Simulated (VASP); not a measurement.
# Ga2Pt (Fm-3m) in VASP: notebook, part 2 of 2

VASP 6.6.1. The steps go on from the part before.

## (6) Relaxation of cell and atoms, LDA, target pressure 10 GPa, at which the enthalpy is minimised

Contents of INCAR:

```
SYSTEM = Ga2Pt
PREC     = Accurate       ! precision mode
ENCUT    = 600            ! plane-wave cutoff, eV
EDIFF    = 1E-7           ! SCF threshold, eV
ISMEAR   = 0              ! smearing method
SIGMA    = 0.05           ! smearing width, eV
LREAL    = .FALSE.        ! projectors in reciprocal space
LASPH    = .TRUE.         ! aspherical terms in the spheres
NELM     = 80             ! most SCF steps
ALGO     = Normal         ! electronic algorithm
ISIF     = 3              ! what is computed and relaxed
LWAVE    = .FALSE.        ! write WAVECAR
LCHARG   = .FALSE.        ! write CHGCAR
IBRION   = 2              ! ionic algorithm
NSW      = 80             ! ionic steps
EDIFFG   = -0.01          ! ionic threshold
PSTRESS  = 100.0
```

Contents of KPOINTS:

```
Automatic mesh
0
G
  9 9 9
  0 0 0
```

Contents of POSCAR:

```
Ga2Pt
1.0
    4.1797080000      0.0000000000      0.0000000000
    2.0898540000      3.6197333084      0.0000000000
    2.0898540000      1.2065777695      3.4127172913
Ga Pt
2 1
Direct
    0.2500000000      0.2500000000      0.2500000000
    0.7500000000      0.7500000000      0.7500000000
    0.0000000000      0.0000000000      0.0000000000
```

Potentials or basis: VASP PAW LDA potentials, release 64 (Ga_d, Pt).

Run with:

```console
> cat potpaw_LDA.64/Ga_d/POTCAR potpaw_LDA.64/Pt/POTCAR > POTCAR
> mpirun -np 1 vasp_std > vasp.out
```

OUTCAR:

```text
SYSTEM = Ga2Pt
   PREC = Accurate
   ENCUT = 600
   EDIFF = 1E-7
   ISMEAR = 0
   LREAL = .FALSE.
   LASPH = .TRUE.
   NELM = 80
   ISIF = 3
   IBRION = 2
   NSW = 80
   EDIFFG = -0.01
   PSTRESS = 100.0

 ion  position               nearest neighbor table
   1  0.250  0.250  0.250-   3 2.56   3 2.56   3 2.56   3 2.56
   2  0.750  0.750  0.750-   3 2.56   3 2.56   3 2.56   3 2.56
   3  0.000  0.000  0.000-   2 2.56   1 2.56   1 2.56   2 2.56   2 2.56   1 2.56   2 2.56   1 2.56

  LATTYP: Found a face centered cubic cell.
 ALAT       =     5.9109997404

  Lattice vectors:

 A1 = (   4.1797080000,   0.0000000000,   0.0000000000)
 A2 = (   2.0898540000,   3.6197333084,   0.0000000000)
 A3 = (   2.0898540000,   1.2065777695,   3.4127172913)

Analysis of symmetry for initial positions (statically):
=====================================================================
 Subroutine PRICEL returns:
 Original cell was already a primitive cell.

 Routine SETGRP: Setting up the symmetry group for a
 face centered cubic supercell.

 Subroutine GETGRP returns: Found 48 space group operations
 (whereof 48 operations were pure point group operations)
 out of a pool of 48 trial point group operations.

The static configuration has the point symmetry O_h .

Analysis of symmetry for dynamics (positions and initial velocities):
=====================================================================
 Subroutine PRICEL returns:
 Original cell was already a primitive cell.

 Routine SETGRP: Setting up the symmetry group for a
 face centered cubic supercell.

 Subroutine GETGRP returns: Found 48 space group operations
 (whereof 48 operations were pure point group operations)
 out of a pool of 48 trial point group operations.

The dynamic configuration has the point symmetry O_h .

 Subroutine INISYM returns: Found 48 space group operations
[... 116 lines left out ...]
   IALGO  =     38    algorithm
   IMIX   =      4    mixing-type and parameters
     AMIX     =   0.40;   BMIX     =  1.00
     AMIX_MAG =   1.60;   BMIX_MAG =  1.00
  volume/ion in A,a.u.               =      17.21       116.14
  Fermi-wavevector in a.u.,A,eV,Ry     =   1.451671  2.743259 28.672200  2.107347
  Thomas-Fermi vector in A             =   2.569141
   LORBIT       =      0    0 simple, 1 ext, 2 COOP (PROOUT), +10 PAW based schemes
   GGA     = CA    functional components
   LHFCALC =     F    Hartree Fock is set to
   AEXX    =    0.0000 exact exchange contribution
   IVDW    =     0    specifies the selected vdW correction
   LEPSILON=     F    determine dielectric tensor
   LRPA    =     F    only Hartree local field effects (RPA)
 conjugate gradient relaxation of ions
 non-spin polarized calculation
 Gauss-broadening in eV      SIGMA  =   0.05
  energy-cutoff  :      600.00
  volume of cell :       51.63
 maximum number of plane-waves:      1759
 NGX is ok and might be reduce to    36
   NGX = 17   NGY = 17   NGZ = 17

--------------------------------------- Ionic step        1  -------------------------------------------

 number of electron      35.9999992 magnetization

 Free energy of the ion-electron system (eV)
  ---------------------------------------------------
  ext. energy  EPLUGINS =         0.00000000
  ---------------------------------------------------
  free energy    TOTEN  =       -16.45978066 eV

  energy without entropy =      -16.45773522  energy(sigma->0) =      -16.45875794

------------------------ aborting loop because EDIFF is reached ----------------------------------------

  FORCE on cell =-STRESS in cart. coord.  units (eV):
  Direction    XX          YY          ZZ          XY          YZ          ZX
  --------------------------------------------------------------------------------------
  -------------------------------------------------------------------------------------
  Total       -0.7817501     -0.7817501     -0.7817501     -0.0000000     -0.0000000      0.0000000
  in kB      -24.2580384    -24.2580384    -24.2580384     -0.0000000     -0.0000000      0.0000000
  external PRESSURE =    -124.2580384 kB  Pullay stress =     100.0000000 kB
[... 104 lines left out ...]
--------------------------------------- Ionic step        4  -------------------------------------------

 number of electron      36.0000006 magnetization

 Free energy of the ion-electron system (eV)
  ---------------------------------------------------
  ext. energy  EPLUGINS =         0.00000000
  ---------------------------------------------------
  free energy    TOTEN  =       -16.38182114 eV

  energy without entropy =      -16.38070687  energy(sigma->0) =      -16.38126401

 E-fermi :   8.1268     XC(G=0): -12.3927

 val. band max:        8.0532305325   @ k =   0.4444   0.3333   0.1111
 cond. band min:       8.1655180526   @ k =  -0.4444   0.2222   0.0000
 fundamental gap:      0.1122875201
 Fermi energy:         8.1267910587

 k-point     1 :       0.0000    0.0000    0.0000
  band No.  band energies     occupation
      1      -7.2524      2.00000
      2      -7.2524      2.00000
      3      -7.1179      2.00000
      4      -7.1179      2.00000
      5      -7.1179      2.00000
      6      -6.9099      2.00000
[... 589 lines left out ...]
     21      12.4533      0.00000
     22      18.7400      0.00000

 [... further k-points ...]
[... 5 lines left out ...]
  --------------------------------------------------------------------------------------
  -------------------------------------------------------------------------------------
  Total        2.9651313      2.9651313      2.9651313     -0.0000000      0.0000000      0.0000000
  in kB       99.4721209     99.4721209     99.4721209     -0.0000000      0.0000000      0.0000000
  external PRESSURE =      -0.5278791 kB  Pullay stress =     100.0000000 kB
[... 22 lines left out ...]
  energy  without entropy=      -16.3807068693  energy(sigma->0) =      -16.38126401

  enthalpy is  TOTEN    =       -13.4009544777 eV   P V=        2.9808666642

 reached required accuracy - stopping structural energy minimisation
```

OSZICAR:

```text
N       E                     dE             d eps       ncg     rms          rms(c)
DAV:   1     0.274926187046E+03    0.27493E+03   -0.19695E+04  1578   0.313E+03
[... 39 lines left out ...]
       N       E                     dE             d eps       ncg     rms          rms(c)
DAV:   1    -0.163838691903E+02    0.44406E-02   -0.29659E-02  2096   0.259E+00    0.277E-01
DAV:   2    -0.163821541298E+02    0.17151E-02   -0.43405E-03  1922   0.885E-01    0.108E-01
DAV:   3    -0.163819065325E+02    0.24760E-03   -0.31876E-04  2156   0.309E-01    0.491E-02
DAV:   4    -0.163818278564E+02    0.78676E-04   -0.48419E-05  2066   0.835E-02    0.114E-02
DAV:   5    -0.163818211352E+02    0.67212E-05   -0.11609E-05  1730   0.522E-02    0.180E-03
DAV:   6    -0.163818211418E+02   -0.66493E-08   -0.82734E-07  2066   0.137E-02
   4 F= -.13400954E+02 E0= -.13400397E+02  d E =-.163817E+00
```

CONTCAR:

```text
Ga2Pt
   1.00000000000000
     4.0724526497532443   -0.0000000000000000    0.0000000000000000
     2.0362263248766221    3.5268474503945497   -0.0000000000001771
     2.0362263248766221    1.1756158168304942    3.3251436645364127
  Ga              Pt
     2     1
Direct
     0.2500000000000000    0.2500000000000000    0.2500000000000000
     0.7500000000000000    0.7500000000000000    0.7500000000000000
     1.0000000000000000    1.0000000000000000    0.0000000000000000

  0.00000000E+00  0.00000000E+00  0.00000000E+00
  0.00000000E+00  0.00000000E+00  0.00000000E+00
  0.00000000E+00  0.00000000E+00  0.00000000E+00
```

Run time: 5.2 min. Hardware: 1 thread of AMD EPYC 7R13, shared host; peak memory 0.18 GiB.

What came out:

- Free energy: -16.3818 eV
- Relaxed volume: 15.92 Å³/atom
- Relaxed cell: a = 4.072 Å, b = 4.072 Å, c = 4.072 Å, α = 60.00°, β = 60.00°, γ = 60.00°
- Space group after relaxing (to 0.1 Å): Fm-3m (No. 225)
- Energy change on relaxing (the run minimises the enthalpy): +26.0 meV/atom
- Ionic steps: 4
- Pressure after relaxing: 9.9 GPa
- Band gap on the k mesh: zero (bands 18 and 19 overlap by 7.40 eV)

Step by step:
```csv
step,energy change (eV),largest force (eV/Å),pressure (GPa),volume (Å³)
1,0.0000,0.0000,-2.43,51.63
2,0.8923,0.0000,41.20,42.29
3,0.0715,0.0000,9.48,47.87
4,0.0780,0.0000,9.95,47.76
```

Final structure:
```
CELL_PARAMETERS angstrom
4.07245 0.00000 0.00000
2.03623 3.52685 0.00000
2.03623 1.17562 3.32514
ATOMIC_POSITIONS crystal
Ga 0.25000 0.25000 0.25000
Ga 0.75000 0.75000 0.75000
Pt 0.00000 0.00000 0.00000
```

Caveat: the cell is relaxed towards a set pressure, so the run minimises the enthalpy, not the energy; spin-orbit coupling is left out, which moves the levels of the heavy elements. Zero-point motion and thermal expansion aren't in these numbers.

## (7) Summary

| cell | gap on the mesh (eV) | pressure (GPa) |
| --- | --- | --- |
| relaxed to -2 GPa | none | -2.1 |
| relaxed | none | 0.0 |
| relaxed to 2 GPa | none | 2.0 |
| relaxed to 5 GPa | none | 5.1 |
| relaxed to 10 GPa | none | 9.9 |

Alike in all rows: task relaxation of cell and atoms; level LDA; potentials or basis VASP PAW LDA potentials, release 64 (Ga_d, Pt); no spin polarisation; k mesh 9 × 9 × 9; cutoff (eV) 600; smearing gaussian 0.05 eV.

Caveats: spin-orbit coupling is left out, which moves the levels of the heavy elements; the cell is relaxed towards a set pressure, so the run minimises the enthalpy, not the energy (at least some runs).

Total energies depend on the potentials used, so only differences within one code and one set of settings carry meaning.

The gap in the log of VASP goes by the Fermi energy; the results here count the filled bands.